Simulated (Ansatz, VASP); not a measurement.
One calculation of Nb3Br2, two programs

The input INCAR:

```
PREC = Accurate ; ENCUT = 600
EDIFF = 1E-6 ; ISMEAR = 0
SIGMA = 0.1 ; LREAL = False
LASPH = True ; NELM = 80
ALGO = Normal ; ISIF = 3
LWAVE = False ; LCHARG = False
GGA = PE ; IBRION = 2
NSW = 90 ; EDIFFG = -0.04
```

Contents of KPOINTS:

```
regular mesh
0
Gamma
  3 3 3
```

Contents of POSCAR:

```
Nb3Br2
1.0
    3.2560131125      1.8798600470      5.9264328222
   -3.2560131125      1.8798600470      5.9264328222
    0.0000000000     -3.7597200941      5.9264328222
Nb Br
6 4
Direct
    0.0562500000      0.4437500000      0.7500000000
    0.7500000000      0.0562500000      0.4437500000
    0.4437500000      0.7500000000      0.0562500000
    0.9437500000      0.5562500000      0.2500000000
    0.2500000000      0.9437500000      0.5562500000
    0.5562500000      0.2500000000      0.9437500000
    0.8521800000      0.8521800000      0.8521800000
    0.6478200000      0.6478200000      0.6478200000
    0.1478200000      0.1478200000      0.1478200000
    0.3521800000      0.3521800000      0.3521800000
```

Input for Ansatz:

```yaml
crystal:
  lattice:
    - [3.2560131125, 1.879860047, 5.9264328222]
    - [-3.2560131125, 1.879860047, 5.9264328222]
    - [0.0, -3.7597200941, 5.9264328222]
  atoms:
    - { symbol: Nb, position: [0.05625, 0.44375, 0.75] }
    - { symbol: Nb, position: [0.75, 0.05625, 0.44375] }
    - { symbol: Nb, position: [0.44375, 0.75, 0.05625] }
    - { symbol: Nb, position: [0.94375, 0.55625, 0.25] }
    - { symbol: Nb, position: [0.25, 0.94375, 0.55625] }
    - { symbol: Nb, position: [0.55625, 0.25, 0.94375] }
    - { symbol: Br, position: [0.85218, 0.85218, 0.85218] }
    - { symbol: Br, position: [0.64782, 0.64782, 0.64782] }
    - { symbol: Br, position: [0.14782, 0.14782, 0.14782] }
    - { symbol: Br, position: [0.35218, 0.35218, 0.35218] }
basis:
  ecutwfc: 420
kpoints:
  mp_grid: { grid: [3, 3, 3] }
hamiltonian:
  xc: pbe
scf:
  occupations: { method: gaussian, width: 0.1 }
  lower_state_search: "off"
output:
  forces: true
  stress: true
  eigenvalues: true
relax:
  adjacent_minimum: "off"
  f_tol: 0.04
  max_steps: 70
  cell: { stress_tol: 0.4 }
```

Alike in both runs: task relaxation of cell and atoms; functional PBE; k mesh 3 × 3 × 3; occupations gaussian, width 0.1 eV; no spin polarisation.

```csv
,VASP,Ansatz
version,VASP 6.6.1,Ansatz 0.2.0
potentials or method,"VASP PAW PBE potentials, release 64 (Nb_sv, Br), cutoff 600 eV","scalar-relativistic, plane waves, PAW"
valence electrons in the cell,106,106
```

|  | VASP | Ansatz | Ansatz less VASP |
| --- | --- | --- | --- |
| gap on the k mesh at the Fermi level, each at its own relaxed structure (eV) | none | none | - |
| relaxed volume (Å³/atom) | 19.24 | 19.28 | +0.041 |
| relaxed cell length with the largest relative difference (Å) | 6.131 | 6.143 | +0.0115 |

A gap of «none» marks a metal or a gap that the smearing closes.

The k mesh is coarse, so the values compare programs but aren't converged.
